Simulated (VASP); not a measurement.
**AlNi (rocksalt type): single point with LDA**

AlNi (rocksalt type):

```
Ni Al
1.0
     0.00000    2.20443    2.20443
     2.20443    0.00000    2.20443
     2.20443    2.20443    0.00000
Ni Al
1 1
Direct
  0.00000 0.00000 0.00000
  0.50000 0.50000 0.50000
```

| Item | Value |
| --- | --- |
| Program | VASP 6.6.1 |
| Task | single point |
| Functional | LDA |
| Potentials or basis | VASP PAW LDA potentials, release 64 (Ni, Al) |
| Cutoff | 520 eV |
| k mesh | 15 × 15 × 15 |
| Occupations | fermi-dirac, width 0.1 eV |
| Spin | no spin polarisation |
| Dipole correction | no |
| Further INCAR settings | ALGO = Normal; EDIFF = 1e-06; NBANDS = 14 |

```json
{"Pressure": "46.8 GPa", "Band gap on the k mesh": "zero (an odd number of electrons rules out a gap without spin polarisation)"}
```

Levels at points of the mesh, in eV from the Fermi level:
| k point | band 4 | band 5 | band 6 | band 7 | band 8 | band 9 |
| --- | --- | --- | --- | --- | --- | --- |
| (0.00, 0.00, 0.00) | -3.22 | -3.07 | -3.07 | 8.56 | 8.56 | 8.56 |

It took 15 s on 1 thread of Intel(R) Xeon(R) Platinum 8559C (Emerald Rapids) (shared host), peak memory 0.15 GiB.

Caveat: the cell stands under pressure. Spin polarisation is off, so any magnetic state and its effect on volume and gap are missing.
